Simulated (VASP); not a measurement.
Write the native input for VASP 6.6.1 that does the following.

```yaml
Task: single point
Functional: PBE
Potentials_or_basis: VASP PAW PBE potentials, release 64 (Ni)
Cutoff: 520 eV
k_mesh: 16 × 16 × 16
Occupations: gaussian, width 0.15 eV
Spin: collinear spin, ferromagnetic start
Starting_moments: "[1.5] μB"
Dipole_correction: no
Further_INCAR_settings: ALGO = Normal; EDIFF = 1e-06; NBANDS = 15
```

The structure of Ni lies in POSCAR:

```
Ni
1.0
    2.4917520000      0.0000000000      0.0000000000
    1.2458760000      2.1579205319      0.0000000000
    1.2458760000      0.7193068440      2.0345069885
Ni
1
Direct
    0.0000000000      0.0000000000      0.0000000000
```

These files were run (other wordings do the same):

INCAR

```
  PREC = Accurate
  ENCUT = 520
  EDIFF = 1E-6
  ISMEAR = 0
  SIGMA = 0.15
  LREAL = F
  LASPH = T
  NELM = 150
  ALGO = Normal
  ISIF = 2
  LWAVE = F
  LCHARG = F
  ISPIN = 2
  MAGMOM = 1.5
  LORBIT = 11
  LMAXMIX = 4
  GGA = PE
  NBANDS = 15
```

KPOINTS

```
regular mesh
0
Gamma
  16 16 16
```

Potentials or basis: VASP PAW PBE potentials, release 64 (Ni).

Run with:

```console
$ cat potpaw_PBE.64/Ni/POTCAR > POTCAR
$ mpirun -np 1 vasp_std > vasp.out
```

It gave:

| Property | Result |
| --- | --- |
| Pressure | -1.0 GPa |
| Net moment | 0.60 μB per cell |
| Site moments | Ni +0.61 μB |
| Valence electrons inside the program's atomic spheres | Ni 9.30 |

Run time: 22 s on 1 thread of Intel(R) Xeon(R) 6975P-C (Granite Rapids), on a shared host, peak memory 0.15 GiB.
